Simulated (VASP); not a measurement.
# Ag (Fm-3m) in VASP: further runs

Ag is run at these levels: r2SCAN; tasks: single point.

Program: VASP 6.6.1. These are calculated values, not measurements. Logs are shortened: lines on timing, memory, paths and dates and some standing lists are left out, and cuts for length are marked.

### 1 The cell of the first run

Symmetry: Fm-3m, No. 225, cubic system. Conventional cell: a = 4.104 Å, b = 4.104 Å, c = 4.104 Å, α = 90.00°, β = 90.00°, γ = 90.00°. Ag (site symmetry m-3m) has 12 Ag at 2.90 Å within 3.8 Å.

### 2 Single point, r2SCAN

POSCAR

```
Ag
1.0
    0.0000000000      2.0519023311      2.0519023311
    2.0519023311      0.0000000000      2.0519023311
    2.0519023311      2.0519023311      0.0000000000
Ag
1
Direct
    0.0000000000      0.0000000000      0.0000000000
```

INCAR.step1

```
PREC     = Accurate       # precision mode
ENCUT    = 520            # plane-wave cutoff, eV
ISMEAR   = 1              # smearing method
SIGMA    = 1.0            # smearing width, eV
LREAL    = F              # projectors in reciprocal space
LASPH    = T              # aspherical terms in the spheres
NELM     = 80             # most SCF steps
NBANDS   = 12             # bands
GGA      = PE             # functional
ALGO     = Normal         # electronic algorithm
EDIFF    = 1E-4           # SCF threshold, eV
LWAVE    = T              # write WAVECAR
LCHARG   = F              # write CHGCAR
```

INCAR.step2

```
PREC     = Accurate       # precision mode
ENCUT    = 520            # plane-wave cutoff, eV
EDIFF    = 1E-6           # SCF threshold, eV
ISMEAR   = 1              # smearing method
SIGMA    = 1.0            # smearing width, eV
LREAL    = F              # projectors in reciprocal space
LASPH    = T              # aspherical terms in the spheres
NELM     = 80             # most SCF steps
ALGO     = Normal         # electronic algorithm
ISIF     = 2              # what is computed and relaxed
LWAVE    = F              # write WAVECAR
LCHARG   = T              # write CHGCAR
METAGGA  = R2SCAN         # meta-GGA
LMIXTAU  = T            
LELF     = T              # ELF
LVHAR    = T            
NBANDS   = 12             # bands
ISTART   = 1
```

KPOINTS

```
Automatic mesh
0
Gamma
  13 13 13
```

Potentials or basis: VASP PAW PBE potentials, release 64 (Ag).

On the command line:

```bash
$ cat potpaw_PBE.64/Ag/POTCAR > POTCAR
$ cp INCAR.step1 INCAR
$ mpirun -np 1 vasp_std > vasp.out
$ cp INCAR.step2 INCAR
$ mpirun -np 1 vasp_std > vasp.out
```

OUTCAR:

```text
PREC = Accurate
   ENCUT = 520
   EDIFF = 1E-6
   ISMEAR = 1
   LREAL = F
   LASPH = T
   NELM = 80
   ISIF = 2
   METAGGA = R2SCAN
   ISTART = 1

 ion  position               nearest neighbor table
   1  0.000  0.000  0.000-

  LATTYP: Found a face centered cubic cell.
 ALAT       =     4.1038046622

  Lattice vectors:

 A1 = (   0.0000000000,   2.0519023311,   2.0519023311)
 A2 = (   2.0519023311,   0.0000000000,   2.0519023311)
 A3 = (   2.0519023311,   2.0519023311,   0.0000000000)

Analysis of symmetry for initial positions (statically):
=====================================================================
 Subroutine PRICEL returns:
 Original cell was already a primitive cell.

 Routine SETGRP: Setting up the symmetry group for a
 face centered cubic supercell.

 Subroutine GETGRP returns: Found 48 space group operations
 (whereof 48 operations were pure point group operations)
 out of a pool of 48 trial point group operations.

The static configuration has the point symmetry O_h .

Analysis of symmetry for dynamics (positions and initial velocities):
=====================================================================
 Subroutine PRICEL returns:
 Original cell was already a primitive cell.

 Routine SETGRP: Setting up the symmetry group for a
 face centered cubic supercell.

 Subroutine GETGRP returns: Found 48 space group operations
 (whereof 48 operations were pure point group operations)
 out of a pool of 48 trial point group operations.

The dynamic configuration has the point symmetry O_h .

 Subroutine INISYM returns: Found 48 space group operations
 (whereof 48 operations are pure point group operations),
 and found     1 'primitive' translations

----------------------------------------------------------------------------------------

                                     Primitive cell

  volume of cell :      17.2783

  direct lattice vectors                    reciprocal lattice vectors
     0.000000000  2.051902331  2.051902331    -0.243676316  0.243676316  0.243676316
     2.051902331  0.000000000  2.051902331     0.243676316 -0.243676316  0.243676316
     2.051902331  2.051902331  0.000000000     0.243676316  0.243676316 -0.243676316

  length of vectors
     2.901828105  2.901828105  2.901828105     0.422059759  0.422059759  0.422059759

  position of ions in fractional coordinates (direct lattice)
     0.000000000  0.000000000  0.000000000

  ion indices of the primitive-cell ions
   primitive index   ion index
                 1           1

----------------------------------------------------------------------------------------

 KPOINTS: Automatic mesh

Automatic generation of k-mesh.
 Grid dimensions read from file:
 generate k-points for:   13   13   13

 Generating k-lattice:

  Cartesian coordinates                     Fractional coordinates (reciprocal lattice)
    -0.018744332  0.018744332  0.018744332     0.076923077  0.000000000  0.000000000
     0.018744332 -0.018744332  0.018744332     0.000000000  0.076923077  0.000000000
     0.018744332  0.018744332 -0.018744332     0.000000000  0.000000000  0.076923077

  Length of vectors
     0.032466135  0.032466135  0.032466135

  Shift w.r.t. Gamma in fractional coordinates (k-lattice)
     0.000000000  0.000000000  0.000000000

 Subroutine IBZKPT returns following result:
 ===========================================

 Found     84 irreducible k-points:

 Following reciprocal coordinates:
            Coordinates               Weight
  0.000000  0.000000  0.000000      1.000000
  0.076923  0.000000  0.000000      8.000000
  0.153846  0.000000  0.000000      8.000000
  0.230769  0.000000  0.000000      8.000000
  0.307692  0.000000  0.000000      8.000000
  0.384615  0.000000  0.000000      8.000000
[... 16 lines left out ...]
  0.384615  0.153846  0.000000     24.000000
  0.461538  0.153846  0.000000     24.000000
 [... further k-points ...]
   k-points           NKPTS =     84   k-points in BZ     NKDIM =     84   number of bands    NBANDS=     12
   number of dos      NEDOS =    301   number of ions     NIONS =      1
   total plane-waves  NPLWV =  13824
   dimension x,y,z NGX =    24 NGY =   24 NGZ =   24
   dimension x,y,z NGXF=    48 NGYF=   48 NGZF=   48
   ions per type =               1
   NGX,Y,Z   is equivalent  to a cutoff of  13.75, 13.75, 13.75 a.u.
   NGXF,Y,Z  is equivalent  to a cutoff of  27.50, 27.50, 27.50 a.u.
 SYSTEM =  unknown system
   PREC   = accura    normal or accurate (medium, high low for compatibility)
   ISTART =      1    job   : 0-new  1-cont  2-samecut
   ICHARG =      0    charge: 1-file 2-atom 10-const
   ISPIN  =      1    spin polarized calculation?
   LNONCOLLINEAR =      F non collinear calculations
   LSORBIT =      F    spin-orbit coupling
   LASPH  =      T    aspherical Exc in radial PAW
   ENCUT  =  520.0 eV  38.22 Ry    6.18 a.u.   5.40  5.40  5.40*2*pi/ulx,y,z
   NELM   =     80;   NELMIN=  2; NELMDL=  0     # of ELM steps
   EDIFF  = 0.1E-05   stopping-criterion for ELM
   LREAL  =      F    real-space projection
   EDIFFG = 0.1E-04   stopping-criterion for IOM
   NSW    =      0    number of steps for IOM
   IBRION =     -1    ionic relax: 0-MD 1-quasi-New 2-CG
   NFREE  =      0    steps in history (QN), initial steepest desc. (CG)
   ISIF   =      2    stress and relaxation
   ISYM   =      2    0-nonsym 1-usesym 2-fastsym
   POTIM  = 0.5000    time-step for ionic-motion
   TEBEG  =    0.0;   TEEND  =   0.0 temperature during run
   PSTRESS=    0.0 pullay stress
   NELECT =      11.0000    total number of electrons
   NUPDOWN=      -1.0000    fix difference up-down
   EMIN   =  10.00;   EMAX   =-10.00  energy-range for DOS
   EFERMI =   0.00;   METHOD = LEGACY
   ISMEAR =     1;   SIGMA  =   1.00  broadening in eV -4-tet -1-fermi 0-gaus
   EFERMI_NEDOS =   21; number of points for ismear=-14 and -15
   IALGO  =     38    algorithm
   IMIX   =      4    mixing-type and parameters
     AMIX     =   0.40;   BMIX     =  1.00
     AMIX_MAG =   1.60;   BMIX_MAG =  1.00
  volume/ion in A,a.u.               =      17.28       116.60
  Fermi-wavevector in a.u.,A,eV,Ry     =   1.408334  2.661366 26.985864  1.983405
  Thomas-Fermi vector in A             =   2.530502
   LORBIT       =      0    0 simple, 1 ext, 2 COOP (PROOUT), +10 PAW based schemes
   METAGGA = R2SCAN    functional components
   LHFCALC =     F    Hartree Fock is set to
   AEXX    =    0.0000 exact exchange contribution
   IVDW    =     0    specifies the selected vdW correction
   LEPSILON=     F    determine dielectric tensor
   LRPA    =     F    only Hartree local field effects (RPA)
 non-spin polarized calculation
 Methfessel and Paxton  Order N= 1 SIGMA  =   1.00
  energy-cutoff  :      520.00
  volume of cell :       17.28
 maximum number of plane-waves:       487
 NGX is ok and might be reduce to    24
   NGX = 11   NGY = 11   NGZ = 11

 number of electron      10.9999999 magnetization

 Free energy of the ion-electron system (eV)
  ---------------------------------------------------
  ext. energy  EPLUGINS =         0.00000000
  ---------------------------------------------------
  free energy    TOTEN  =       -21.35837984 eV

  energy without entropy =      -21.35574405  energy(sigma->0) =      -21.35750124

 E-fermi :   8.3086     XC(G=0): -12.8764

 val. band max:        8.1901338998   @ k =   0.4615   0.2308   0.0000
 cond. band min:       8.3857089652   @ k =  -0.4615   0.0769   0.0000
 fundamental gap:      0.1955750654
 Fermi energy:         8.3085726941

 k-point     1 :       0.0000    0.0000    0.0000
  band No.  band energies     occupation
      1       0.3907      2.00000
      2       3.1582      2.00000
      3       3.1582      2.00000
      4       3.1582      2.00000
      5       4.1784      2.00000
      6       4.1784      2.00000
      7      24.8688     -0.00000
      8      28.5153      0.00000
      9      28.5153      0.00000
     10      28.5153      0.00000
     11      33.4441      0.00000
     12      34.4061      0.00000

 k-point     2 :       0.0769    0.0000    0.0000
  band No.  band energies     occupation
      1       0.5786      2.00000
      2       3.1182      2.00000
      3       3.2085      2.00000
      4       3.2085      2.00000
      5       4.1602      2.00000
      6       4.1602      2.00000
      7      24.8527     -0.00000
      8      27.0449     -0.00000
      9      28.5732      0.00000
     10      28.5732      0.00000
     11      33.2119      0.00000
     12      34.2159      0.00000

 k-point     3 :       0.1538    0.0000    0.0000
  band No.  band energies     occupation
      1       1.0898      2.00000
      2       3.0668      2.00000
      3       3.3174      2.00000
      4       3.3174      2.00000
      5       4.1473      2.00000
      6       4.1473      2.00000
      7      23.4198     -0.00000
      8      25.8181     -0.00000
      9      28.6648      0.00000
     10      28.6648      0.00000
     11      32.0490      0.00000
     12      33.4926      0.00000

 k-point     4 :       0.2308    0.0000    0.0000
  band No.  band energies     occupation
      1       1.6383      2.00000
      2       3.3257      2.00000
      3       3.3642      2.00000
      4       3.3642      2.00000
      5       4.2541      2.00000
      6       4.2541      2.00000
      7      20.4668     -0.00000
      8      25.5773     -0.00000
      9      28.5472      0.00000
     10      28.5473      0.00000
     11      31.7649      0.00000
     12      32.4927      0.00000

 k-point     5 :       0.3077    0.0000    0.0000
  band No.  band energies     occupation
      1       1.7739      2.00000
      2       3.2986      2.00000
      3       3.2986      2.00000
      4       4.3719      2.00000
      5       4.5078      2.00000
      6       4.5078      2.00000
      7      17.4105     -0.00000
      8      25.0433     -0.00000
      9      28.0005     -0.00000
     10      28.0005     -0.00000
     11      31.8719      0.00000
     12      31.8719      0.00000
[... 228 lines left out ...]
      1       1.8185      2.00000
      2       2.6688      2.00000
      3       3.5399      2.00000
      4       3.6584      2.00000
      5       4.0817      2.00000
      6       4.4376      2.00000
      7      22.9945     -0.00000
      8      25.1399     -0.00000
      9      25.3560     -0.00000
     10      27.0558     -0.00000
     11      29.9843      0.00000
     12      34.5705      0.00000

 k-point    22 :       0.3077    0.1538    0.0000
  band No.  band energies     occupation
      1       2.1231      2.00000
      2       2.8028      2.00000
      3       3.3688      2.00000
      4       3.6892      2.00000
      5       4.6381      2.00000
      6       4.8653      2.00001
      7      19.8986     -0.00000
      8      24.4697     -0.00000
      9      24.8785     -0.00000
     10      26.7296     -0.00000
     11      30.7380      0.00000
     12      34.3111      0.00000

 k-point    23 :       0.3846    0.1538    0.0000
  band No.  band energies     occupation
      1       2.0600      2.00000
      2       3.0582      2.00000
      3       3.4111      2.00000
      4       3.6180      2.00000
      5       4.8687      2.00001
      6       6.1653      2.00980
      7      16.8606     -0.00000
      8      23.9876     -0.00000
      9      24.1197     -0.00000
     10      25.9112     -0.00000
     11      32.9950      0.00000
     12      34.0910      0.00000

 k-point    24 :       0.4615    0.1538    0.0000
  band No.  band energies     occupation
      1       1.9766      2.00000
      2       2.9662      2.00000
      3       3.5235      2.00000
      4       3.8043      2.00000
      5       4.9994      2.00003
      6       7.8796      1.65729
      7      14.0760     -0.00000
      8      22.9845     -0.00000
      9      24.1878     -0.00000
     10      25.3488     -0.00000
     11      33.8708      0.00000
     12      33.9013      0.00000

 [... further k-points ...]
[... 5 lines left out ...]
  --------------------------------------------------------------------------------------
  -------------------------------------------------------------------------------------
  Total        0.0184416      0.0184416      0.0184416     -0.0000000      0.0000000     -0.0000000
  in kB        1.7100498      1.7100498      1.7100498     -0.0000000      0.0000000     -0.0000000
  external PRESSURE =       1.7100498 kB  Pullay stress =       0.0000000 kB

 VOLUME and BASIS-vectors are now :
 -----------------------------------------------------------------------------
  energy-cutoff  :      520.00
  volume of cell :       17.28
      direct lattice vectors                 reciprocal lattice vectors
     0.000000000  2.051902331  2.051902331    -0.243676316  0.243676316  0.243676316
     2.051902331  0.000000000  2.051902331     0.243676316 -0.243676316  0.243676316
     2.051902331  2.051902331  0.000000000     0.243676316  0.243676316 -0.243676316

 POSITION                                       TOTAL-FORCE (eV/Angst)
 -----------------------------------------------------------------------------------
      0.00000      0.00000      0.00000         0.000000      0.000000      0.000000
 -----------------------------------------------------------------------------------
    total drift:                                0.000000     -0.000000     -0.000000

  FREE ENERGIE OF THE ION-ELECTRON SYSTEM (eV)
  ---------------------------------------------------
  free  energy   TOTEN  =       -21.3583798370 eV

  energy  without entropy=      -21.3557440539  energy(sigma->0) =      -21.35750124
```

Wall time 2.7 min (1 thread of AMD EPYC, shared host); peak memory 0.12 GiB.

What came out:

```yaml
Free_energy: -21.3584 eV
Pressure: 0.2 GPa
```

Caveat: the PAW data sets were made with another functional, which shifts forces and pressure a little.

(Part 1 of 2 ends here.)
